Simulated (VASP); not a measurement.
Here is a VASP 6.6.1 calculation.

Contents of INCAR:

```
SYSTEM = Lu
PREC = Accurate
ENCUT = 600
EDIFF = 1E-7
ISMEAR = -1
SIGMA = 0.03
LREAL = .FALSE.
LASPH = .TRUE.
NELM = 60
ALGO = Normal
ISIF = 3
LWAVE = .FALSE.
LCHARG = .FALSE.
GGA = PE
IBRION = 2
NSW = 100
EDIFFG = -0.005
```

The input KPOINTS:

```
regular mesh
0
G
  13 13 13
  0 0 0
```

Contents of POSCAR:

```
Lu
1.0
    3.2195088072      0.0000000000      0.0000000000
    0.0000000000      3.2195088072      0.0000000000
    0.0000000000      0.0000000000      3.2195088072
Lu
1
Direct
    0.0000000000      0.0000000000      0.0000000000
```

Potentials or basis: VASP PAW PBE potentials, release 64 (Lu).

Run with:

```sh
$ cat potpaw_PBE.64/Lu/POTCAR > POTCAR
$ mpirun -np 1 vasp_std > vasp.out
```

Question: What does it give for the band gap on the k mesh?

Answer: Zero (an odd number of electrons rules out a gap without spin polarisation).

Question: Predict the space group after relaxing (to 0.1 Å).

Answer: Pm-3m (No. 221).

Question: Estimate the relaxed cell.

Answer: a = 3.210 Å, b = 3.210 Å, c = 3.210 Å, α = 90.00°, β = 90.00°, γ = 90.00°.

Step by step:
```
step  energy change (eV)  largest force (eV/Å)  pressure (GPa)  volume (Å³)
   1              0.0000                0.0000           -0.29        33.37
   2             -0.0004                0.0000            0.01        33.08
```

Caveat: spin-orbit coupling is left out, which moves the levels of the heavy elements.
